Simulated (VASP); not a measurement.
# BaTiO3 (Cm) in VASP: single point with PBE+U

Aim: the single point of BaTiO3 with PBE+U.

Program: VASP 6.6.1. These are calculated values, not measurements. Logs are shortened: lines on timing, memory, paths and dates and some standing lists are left out, and cuts for length are marked.

### 1 The cell of the first run

The structure is monoclinic, space group Cm (No. 8). The conventional cell has a = 5.738 Å, b = 5.721 Å, c = 4.051 Å, α = 90.00°, β = 90.24°, γ = 90.00°. Ba (site symmetry m) has 12 O at 2.80 to 2.94 Å and 8 Ti at 3.16 to 3.90 Å and 6 Ba at 4.05 Å within 4.1 Å. Within 2.0 Å of Ti (site symmetry m) lie 3 O at 1.50 to 1.93 Å. Within 2.0 Å of O (site symmetry m) lie 1 Ti at 1.50 Å. Within 2.6 Å of O (site symmetry 1) lie 2 Ti at 1.93 to 2.26 Å.

### 2 Single point, PBE+U (atom 2 (Ti) moved by (-0.300, +0.300) A along y and z)

Contents of INCAR:

```
SYSTEM = BaTiO3
ALGO = Normal ; EDIFF = 1E-6
ENCUT = 520 ; GGA = PE
ISIF = 2 ; ISMEAR = 0
LASPH = .True. ; LCHARG = .True.
LDAU = .True. ; LDAUJ = 0 0 0
LDAUL = -1 2 -1 ; LDAUPRINT = 1
LDAUTYPE = 2 ; LDAUU = 0 4 0
LELF = .True. ; LMAXMIX = 4
LREAL = .False. ; LVHAR = .True.
LWAVE = .False. ; NBANDS = 28
NELM = 150 ; PREC = Accurate
SIGMA = 0.05
```

Contents of KPOINTS:

```
k-points
0
Gamma
  6 6 6
  0 0 0
```

Contents of POSCAR:

```
BaTiO3
1.0
    2.8603720851      1.6514365933      2.3460535783
   -2.8603720851      1.6514365933      2.3460535783
    0.0000000000     -3.3028731867      2.3460535783
Ba Ti O
1 1 3
Direct
    0.0026800181      0.0026800181      0.0026800181
    0.5251473538      0.5251473538      0.6159773625
    0.4903227049      0.4903227049      0.9825753212
    0.4903227049      0.9825753212      0.4903227049
    0.9825753212      0.4903227049      0.4903227049
```

Potentials or basis: VASP PAW PBE potentials, release 64 (Ba_sv, Ti_sv, O).

Run with:

```
$ cat potpaw_PBE.64/Ba_sv/POTCAR potpaw_PBE.64/Ti_sv/POTCAR potpaw_PBE.64/O/POTCAR > POTCAR
$ mpirun -np 1 vasp_std > vasp.out
```

OUTCAR:

```text
SYSTEM = BaTiO3
   EDIFF = 1E-6
   ENCUT = 520
   GGA = PE
   ISIF = 2
   ISMEAR = 0
   LASPH = .True.
   LREAL = .False.
   NELM = 150
   PREC = Accurate

 ion  position               nearest neighbor table
   1  0.003  0.003  0.003-   3 2.80   4 2.80   5 2.80   3 2.86   3 2.86   5 2.86   4 2.86   4 2.86
                             5 2.86   3 2.94   4 2.94   5 2.94   2 3.16   2 3.26   2 3.26   2 3.38
   2  0.525  0.525  0.616-   3 1.50   4 1.93   5 1.93   4 2.26   5 2.26   1 3.16   1 3.26   1 3.26
                             1 3.38   1 3.69   1 3.79   1 3.79
   3  0.490  0.490  0.983-   2 1.50   1 2.80   1 2.86   1 2.86   1 2.94
   4  0.490  0.983  0.490-   2 1.93   2 2.26   1 2.80   1 2.86   1 2.86   1 2.94
   5  0.983  0.490  0.490-   2 1.93   2 2.26   1 2.80   1 2.86   1 2.86   1 2.94

  LATTYP: Found a trigonal (rhomboedric) cell.
 ALAT       =     4.0512885208
 COS(alpha) =     0.0030148013

  Lattice vectors:

 A1 = (   2.8603720851,   1.6514365933,   2.3460535783)
 A2 = (  -2.8603720851,   1.6514365933,   2.3460535783)
 A3 = (   0.0000000000,  -3.3028731867,   2.3460535783)

Analysis of symmetry for initial positions (statically):
=====================================================================
 Subroutine PRICEL returns:
 Original cell was already a primitive cell.

 Routine SETGRP: Setting up the symmetry group for a
 trigonal (rhombohedral) supercell.

 Subroutine GETGRP returns: Found  2 space group operations
 (whereof  2 operations were pure point group operations)
 out of a pool of 12 trial point group operations.

The static configuration has the point symmetry C_1h.

Analysis of symmetry for dynamics (positions and initial velocities):
=====================================================================
 Subroutine PRICEL returns:
 Original cell was already a primitive cell.

 Routine SETGRP: Setting up the symmetry group for a
 trigonal (rhombohedral) supercell.

 Subroutine GETGRP returns: Found  2 space group operations
 (whereof  2 operations were pure point group operations)
[... 148 lines left out ...]
   NGX = 15   NGY = 15   NGZ = 15

atom =   2  type =  2  l = 2

 onsite density matrix

spin component  1

  0.2232  0.0000  0.0000  0.0181  0.0000
  0.0000  0.3032 -0.0015  0.0000  0.1544
  0.0000 -0.0015  0.1481  0.0000  0.0634
  0.0181  0.0000  0.0000  0.1587  0.0000
  0.0000  0.1544  0.0634  0.0000  0.2683

spin component  2

  0.2232  0.0000  0.0000  0.0181  0.0000
  0.0000  0.3032 -0.0015  0.0000  0.1544
  0.0000 -0.0015  0.1481  0.0000  0.0634
  0.0181  0.0000  0.0000  0.1587  0.0000
  0.0000  0.1544  0.0634  0.0000  0.2683

 occupancies and eigenvectors

  o =  0.0882  v =  0.0000 -0.4428 -0.6566  0.0000  0.6105  0.0000  0.0000  0.0000  0.0000  0.0000      0.0000  0.0000  0.0000  0.0000  0.0000  0.0000  0.0000  0.0000  0.0000  0.0000
  o =  0.0882  v =  0.0000  0.0000  0.0000  0.0000  0.0000  0.0000 -0.4428 -0.6566  0.0000  0.6105      0.0000  0.0000  0.0000  0.0000  0.0000  0.0000  0.0000  0.0000  0.0000  0.0000
  o =  0.1540  v =  0.0000  0.0000  0.0000  0.0000  0.0000 -0.2526  0.0000  0.0000  0.9676  0.0000      0.0000  0.0000  0.0000  0.0000  0.0000  0.0000  0.0000  0.0000  0.0000  0.0000
  o =  0.1540  v = -0.2526  0.0000  0.0000  0.9676  0.0000  0.0000  0.0000  0.0000  0.0000  0.0000      0.0000  0.0000  0.0000  0.0000  0.0000  0.0000  0.0000  0.0000  0.0000  0.0000
  o =  0.1845  v =  0.0000  0.5287 -0.7412  0.0000 -0.4137  0.0000  0.0000  0.0000  0.0000  0.0000      0.0000  0.0000  0.0000  0.0000  0.0000  0.0000  0.0000  0.0000  0.0000  0.0000
  o =  0.1845  v =  0.0000  0.0000  0.0000  0.0000  0.0000  0.0000  0.5287 -0.7412  0.0000 -0.4137      0.0000  0.0000  0.0000  0.0000  0.0000  0.0000  0.0000  0.0000  0.0000  0.0000
  o =  0.2279  v = -0.9676  0.0000  0.0000 -0.2526  0.0000  0.0000  0.0000  0.0000  0.0000  0.0000      0.0000  0.0000  0.0000  0.0000  0.0000  0.0000  0.0000  0.0000  0.0000  0.0000
  o =  0.2279  v =  0.0000  0.0000  0.0000  0.0000  0.0000 -0.9676  0.0000  0.0000 -0.2526  0.0000      0.0000  0.0000  0.0000  0.0000  0.0000  0.0000  0.0000  0.0000  0.0000  0.0000
  o =  0.4469  v =  0.0000  0.0000  0.0000  0.0000  0.0000  0.0000  0.7242  0.1396  0.0000  0.6753      0.0000  0.0000  0.0000  0.0000  0.0000  0.0000  0.0000  0.0000  0.0000  0.0000
  o =  0.4469  v =  0.0000  0.7242  0.1396  0.0000  0.6753  0.0000  0.0000  0.0000  0.0000  0.0000      0.0000  0.0000  0.0000  0.0000  0.0000  0.0000  0.0000  0.0000  0.0000  0.0000

 number of electron      40.0000005 magnetization

 Free energy of the ion-electron system (eV)
  ---------------------------------------------------
  ext. energy  EPLUGINS =         0.00000000
  ---------------------------------------------------
  free energy    TOTEN  =       -34.61967143 eV

  energy without entropy =      -34.61967143  energy(sigma->0) =      -34.61967143

 E-fermi :   4.3792     XC(G=0): -10.9896

 val. band max:        4.1141550187   @ k =   0.5000   0.5000   0.5000
 cond. band min:       7.1327222108   @ k =   0.0000   0.0000   0.0000
 fundamental gap:      3.0185671921
 Fermi energy:         4.3791573798

 k-point     1 :       0.0000    0.0000    0.0000
  band No.  band energies     occupation
      1     -52.8207      2.00000
      2     -30.0066      2.00000
      3     -28.9210      2.00000
      4     -28.9053      2.00000
      5     -21.5482      2.00000
      6     -13.4667      2.00000
[... 733 lines left out ...]
     27      12.1156      0.00000
     28      12.5452      0.00000

 [... further k-points ...]
[... 5 lines left out ...]
  --------------------------------------------------------------------------------------
  -------------------------------------------------------------------------------------
  Total        3.9003672     19.0089275      8.3269877      0.0000000     -8.5917954      0.0000000
  in kB       93.9815213    458.0306962    200.6434070      0.0000000   -207.0240975      0.0000000
  external PRESSURE =     250.8852082 kB  Pullay stress =       0.0000000 kB

 VOLUME and BASIS-vectors are now :
 -----------------------------------------------------------------------------
  energy-cutoff  :      520.00
  volume of cell :       66.49
      direct lattice vectors                 reciprocal lattice vectors
     2.860372085  1.651436593  2.346053578     0.174802433  0.100922232  0.142082575
    -2.860372085  1.651436593  2.346053578    -0.174802433  0.100922232  0.142082575
     0.000000000 -3.302873187  2.346053578     0.000000000 -0.201844464  0.142082575

 POSITION                                       TOTAL-FORCE (eV/Angst)
 -----------------------------------------------------------------------------------
      0.00000     -0.00000      0.01886        -0.000000     -1.061541      1.068224
      0.00000     -0.30000      3.90916        -0.000000     14.606873    -10.542032
      0.00000     -1.62585      4.60582        -0.000000    -12.637011      7.209143
     -1.40803      0.81292      4.60582        -0.605380     -0.454161      1.132333
      1.40803      0.81292      4.60582         0.605380     -0.454161      1.132333
 -----------------------------------------------------------------------------------
    total drift:                                0.000000      0.000623     -0.000135

  FREE ENERGIE OF THE ION-ELECTRON SYSTEM (eV)
  ---------------------------------------------------
  free  energy   TOTEN  =       -34.6196714298 eV

  energy  without entropy=      -34.6196714298  energy(sigma->0) =      -34.61967143
```

Run time: 97 s. Hardware: 1 thread of Intel Xeon Platinum 8259CL at 2.50GHz (Skylake/Cascade Lake), shared host; peak memory 0.26 GiB.

Results:

```yaml
Free_energy: -34.6197 eV
Pressure: 25.1 GPa
Largest_force: 18.014 eV/Å
Band_gap_on_the_k_mesh: 3.02 eV (least direct gap 3.64 eV)
```

Forces on the atoms (eV/Å):
```
Ba    0.000  -1.062   1.068
Ti    0.000  14.607 -10.542
O     0.000 -12.637   7.209
O    -0.605  -0.454   1.132
O     0.605  -0.454   1.132
```

Stress tensor (GPa, compression positive):
```
  9.40   0.00   0.00
  0.00  45.80 -20.70
  0.00 -20.70  20.06
```

Eigenvalues of the final occupation matrices:
```tsv
site	spin	trace	eigenvalues
site 2 d	1	1.10	0.09 0.15 0.18 0.23 0.45
site 2 d	2	1.10	0.09 0.15 0.18 0.23 0.45
```

Caveat: the cell differs from its parent crystal (atom 2 (Ti) moved by (-0.300, +0.300) A along y and z); atoms lie so close that the PAW spheres overlap strongly, which falsifies energies and pressures; the cell stands under pressure; spin-orbit coupling is left out, which moves the levels of the heavy elements; forces of over 1 eV/Å act on the atoms, so gaps and moduli don't describe the material at rest.
